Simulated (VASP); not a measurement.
# SnTe (Fm-3m) in VASP: density of states with PBEsol

Aim: the density of states of SnTe with PBEsol.

Everything below comes from runs of VASP 6.6.1. Logs are shortened: lines on timing, memory, paths and dates and some standing lists are left out, and cuts for length are marked.

## 1. The cell of the first run

Symmetry: Fm-3m, No. 225, cubic system. The conventional cell has a = 6.288 Å, b = 6.288 Å, c = 6.288 Å, α = 90.00°, β = 90.00°, γ = 90.00°. Sn (site symmetry m-3m) has 6 Te at 3.14 Å within 4.1 Å. Within 4.1 Å of Te (site symmetry m-3m) lie 6 Sn at 3.14 Å.

## 2. Density of states, PBEsol

The input, POSCAR:

```
SnTe
1.0
    0.0000000000      3.1440242687      3.1440242687
    3.1440242687      0.0000000000      3.1440242687
    3.1440242687      3.1440242687      0.0000000000
Sn Te
1 1
Direct
    0.0000000000      0.0000000000      0.0000000000
    0.5000000000      0.5000000000      0.5000000000
```

The input, INCAR.step1:

```
PREC = Accurate
ENCUT = 520
EDIFF = 1E-7
ISMEAR = 0
SIGMA = 0.01
LREAL = False
LASPH = True
NELM = 100
ALGO = Normal
ISIF = 2
LWAVE = False
LCHARG = True
GGA = PS
NBANDS = 17
```

The input, KPOINTS.step1:

```
Automatic mesh
0
Gamma
  10 10 10
```

The input, INCAR.step2:

```
PREC = Accurate
ENCUT = 520
EDIFF = 1E-7
ISMEAR = -5
SIGMA = 0.01
LREAL = False
LASPH = True
NELM = 100
ALGO = Normal
ISIF = 2
LWAVE = False
LCHARG = False
GGA = PS
LORBIT = 11
NEDOS = 1001
ICHARG = 11
```

The input, KPOINTS.step2:

```
Automatic mesh
0
Gamma
  15 15 15
```

Potentials or basis: VASP PAW PBE potentials, release 64 (Sn_d, Te).

Run with:

```bash
$ cat potpaw_PBE.64/Sn_d/POTCAR potpaw_PBE.64/Te/POTCAR > POTCAR
$ cp INCAR.step1 INCAR
$ cp KPOINTS.step1 KPOINTS
$ mpirun -np 1 vasp_std > vasp.out
$ cp INCAR.step2 INCAR
$ cp KPOINTS.step2 KPOINTS
$ mpirun -np 1 vasp_std > vasp.out
```

OUTCAR:

```text
PREC = Accurate
   ENCUT = 520
   EDIFF = 1E-7
   ISMEAR = -5
   LREAL = False
   LASPH = True
   NELM = 100
   ISIF = 2
   GGA = PS
   LORBIT = 11
   ICHARG = 11

 ion  position               nearest neighbor table
   1  0.000  0.000  0.000-   2 3.14   2 3.14   2 3.14   2 3.14   2 3.14   2 3.14
   2  0.500  0.500  0.500-   1 3.14   1 3.14   1 3.14   1 3.14   1 3.14   1 3.14

  LATTYP: Found a face centered cubic cell.
 ALAT       =     6.2880485374

  Lattice vectors:

 A1 = (   0.0000000000,   3.1440242687,   3.1440242687)
 A2 = (   3.1440242687,   0.0000000000,   3.1440242687)
 A3 = (   3.1440242687,   3.1440242687,   0.0000000000)

Analysis of symmetry for initial positions (statically):
=====================================================================
 Subroutine PRICEL returns:
 Original cell was already a primitive cell.

 Routine SETGRP: Setting up the symmetry group for a
 face centered cubic supercell.

 Subroutine GETGRP returns: Found 48 space group operations
 (whereof 48 operations were pure point group operations)
 out of a pool of 48 trial point group operations.

The static configuration has the point symmetry O_h .

Analysis of symmetry for dynamics (positions and initial velocities):
=====================================================================
 Subroutine PRICEL returns:
 Original cell was already a primitive cell.

 Routine SETGRP: Setting up the symmetry group for a
 face centered cubic supercell.

 Subroutine GETGRP returns: Found 48 space group operations
 (whereof 48 operations were pure point group operations)
 out of a pool of 48 trial point group operations.

The dynamic configuration has the point symmetry O_h .

 Subroutine INISYM returns: Found 48 space group operations
 (whereof 48 operations are pure point group operations),
 and found     1 'primitive' translations

----------------------------------------------------------------------------------------

                                     Primitive cell

  volume of cell :      62.1567

  direct lattice vectors                    reciprocal lattice vectors
     0.000000000  3.144024269  3.144024269    -0.159031851  0.159031851  0.159031851
     3.144024269  0.000000000  3.144024269     0.159031851 -0.159031851  0.159031851
     3.144024269  3.144024269  0.000000000     0.159031851  0.159031851 -0.159031851

  length of vectors
[... 93 lines left out ...]
   TEBEG  =    0.0;   TEEND  =   0.0 temperature during run
   PSTRESS=    0.0 pullay stress
   NELECT =      20.0000    total number of electrons
   NUPDOWN=      -1.0000    fix difference up-down
   EMIN   =  10.00;   EMAX   =-10.00  energy-range for DOS
   EFERMI =   0.00;   METHOD = LEGACY
   ISMEAR =    -5;   SIGMA  =   0.01  broadening in eV -4-tet -1-fermi 0-gaus
   EFERMI_NEDOS =   21; number of points for ismear=-14 and -15
   IALGO  =     38    algorithm
   IMIX   =      4    mixing-type and parameters
     AMIX     =   0.40;   BMIX     =  1.00
     AMIX_MAG =   1.60;   BMIX_MAG =  1.00
  volume/ion in A,a.u.               =      31.08       209.73
  Fermi-wavevector in a.u.,A,eV,Ry     =   1.121818  2.119928 17.122590  1.258475
  Thomas-Fermi vector in A             =   2.258474
   LORBIT       =     11    0 simple, 1 ext, 2 COOP (PROOUT), +10 PAW based schemes
   GGA     = PS    functional components
   LHFCALC =     F    Hartree Fock is set to
   AEXX    =    0.0000 exact exchange contribution
   IVDW    =     0    specifies the selected vdW correction
   LEPSILON=     F    determine dielectric tensor
   LRPA    =     F    only Hartree local field effects (RPA)
 non-spin polarized calculation
 Fermi weights with tetrahedron method with Bloechl corrections
  energy-cutoff  :      520.00
  volume of cell :       62.16
 maximum number of plane-waves:      1696
 NGX is ok and might be reduce to    36

 number of electron      19.9999998 magnetization

 Free energy of the ion-electron system (eV)
  ---------------------------------------------------
  ext. energy  EPLUGINS =         0.00000000
  ---------------------------------------------------
  free energy    TOTEN  =        -8.33918352 eV

  energy without entropy =       -8.33918352  energy(sigma->0) =       -8.33918352

 E-fermi :   6.7771     XC(G=0):  -9.6819

 val. band max:        6.7485732294   @ k =   0.4667   0.0000   0.0000
 cond. band min:       7.0499670366   @ k =  -0.4000   0.0667   0.0000
 fundamental gap:      0.3013938071
 Fermi energy:         6.7770504043

 k-point     1 :       0.0000    0.0000    0.0000
  band No.  band energies     occupation
      1     -14.9012      2.00000
      2     -14.9012      2.00000
      3     -14.8910      2.00000
      4     -14.8910      2.00000
      5     -14.8910      2.00000
      6      -5.9826      2.00000
      7       2.1999      2.00000
      8       4.7361      2.00000
      9       4.7361      2.00000
     10       4.7361      2.00000
     11      10.2320      0.00000
     12      10.2320      0.00000
     13      10.2320      0.00000
     14      11.5901      0.00000
[... 377 lines left out ...]
      1     -14.9051      2.00000
      2     -14.9003      2.00000
      3     -14.8918      2.00000
      4     -14.8882      2.00000
      5     -14.8881      2.00000
      6      -5.6476      2.00000
      7       0.9567      2.00000
      8       4.2624      2.00000
      9       4.3109      2.00000
     10       6.1361      2.00000
     11       7.7570      0.00000
     12      10.1425      0.00000
     13      10.1880      0.00000
     14      10.6177      0.00000

 [... further k-points ...]
[... 5 lines left out ...]
  --------------------------------------------------------------------------------------
  -------------------------------------------------------------------------------------
  Total        0.0519672      0.0519672      0.0519672      0.0000000     -0.0000000     -0.0000000
  in kB        1.3395305      1.3395305      1.3395305      0.0000000     -0.0000000     -0.0000000
  external PRESSURE =       1.3395305 kB  Pullay stress =       0.0000000 kB

 VOLUME and BASIS-vectors are now :
 -----------------------------------------------------------------------------
  energy-cutoff  :      520.00
  volume of cell :       62.16
      direct lattice vectors                 reciprocal lattice vectors
     0.000000000  3.144024269  3.144024269    -0.159031851  0.159031851  0.159031851
     3.144024269  0.000000000  3.144024269     0.159031851 -0.159031851  0.159031851
     3.144024269  3.144024269  0.000000000     0.159031851  0.159031851 -0.159031851

 POSITION                                       TOTAL-FORCE (eV/Angst)
 -----------------------------------------------------------------------------------
      0.00000      0.00000      0.00000         0.000000      0.000000      0.000000
      3.14402      3.14402      3.14402        -0.000000     -0.000000     -0.000000
 -----------------------------------------------------------------------------------
    total drift:                               -0.000000      0.000000      0.000000

  FREE ENERGIE OF THE ION-ELECTRON SYSTEM (eV)
  ---------------------------------------------------
  free  energy   TOTEN  =        -8.3391835201 eV

  energy  without entropy=       -8.3391835201  energy(sigma->0) =       -8.33918352

 total charge

# of ion       s       p       d       tot
------------------------------------------
    1        1.361   0.746   9.987  12.095
    2        1.384   1.958   0.031   3.372
--------------------------------------------------
tot          2.745   2.704  10.018  15.467
```

OUTCAR.step1:

```text
PREC = Accurate
   ENCUT = 520
   EDIFF = 1E-7
   ISMEAR = 0
   LREAL = False
[... 703 lines left out ...]
      0.00000      0.00000      0.00000        -0.000000      0.000000     -0.000000
      3.14402      3.14402      3.14402         0.000000      0.000000      0.000000
 -----------------------------------------------------------------------------------
    total drift:                               -0.000000      0.000000      0.000000

  FREE ENERGIE OF THE ION-ELECTRON SYSTEM (eV)
  ---------------------------------------------------
  free  energy   TOTEN  =        -8.3390023975 eV

  energy  without entropy=       -8.3390023975  energy(sigma->0) =       -8.33900240
```

OSZICAR.step1:

```text
N       E                     dE             d eps       ncg     rms          rms(c)
DAV:   1     0.123836158483E+03    0.12384E+03   -0.94969E+03  1609   0.132E+03
DAV:   2     0.313734998517E+01   -0.12070E+03   -0.11710E+03  1679   0.328E+02
DAV:   3    -0.806671452997E+01   -0.11204E+02   -0.11131E+02  2003   0.888E+01
DAV:   4    -0.838166004746E+01   -0.31495E+00   -0.31472E+00  1894   0.154E+01
DAV:   5    -0.839400128467E+01   -0.12341E-01   -0.12341E-01  2379   0.298E+00    0.482E+00
DAV:   6    -0.834166196183E+01    0.52339E-01   -0.11112E-01  2246   0.262E+00    0.300E+00
DAV:   7    -0.833956713746E+01    0.20948E-02   -0.43915E-02  2025   0.126E+00    0.707E-01
DAV:   8    -0.833895988239E+01    0.60726E-03   -0.67624E-03  2027   0.699E-01    0.152E-01
DAV:   9    -0.833902210832E+01   -0.62226E-04   -0.55759E-04  2183   0.214E-01    0.352E-02
DAV:  10    -0.833900299058E+01    0.19118E-04   -0.71983E-05  2137   0.776E-02    0.193E-02
DAV:  11    -0.833900275853E+01    0.23205E-06   -0.28741E-05  2139   0.446E-02    0.243E-02
DAV:  12    -0.833900256685E+01    0.19167E-06   -0.23062E-06  2052   0.127E-02    0.132E-02
DAV:  13    -0.833900244691E+01    0.11995E-06   -0.12753E-07  1399   0.231E-03    0.845E-03
DAV:  14    -0.833900239750E+01    0.49410E-07   -0.15977E-07  1092   0.458E-03
   1 F= -.83390024E+01 E0= -.83390024E+01  d E =-.303932E-22
```

It took 4.9 min on 1 thread of AMD EPYC 7R13, shared host; peak memory 0.24 GiB.

Results:

- Valence electrons inside the program's atomic spheres: Sn 12.10; Te 3.37

Levels at points of the mesh, in eV from the valence-band top:
```tsv
k point	band 8	band 9	band 10	band 11	band 12	band 13
(0.00, 0.00, 0.00)	-2.01	-2.01	-2.01	3.48	3.48	3.48
```

Caveat: the PAW data sets were made with another functional, which shifts forces and pressure a little; spin-orbit coupling is left out, which moves the levels of the heavy elements.
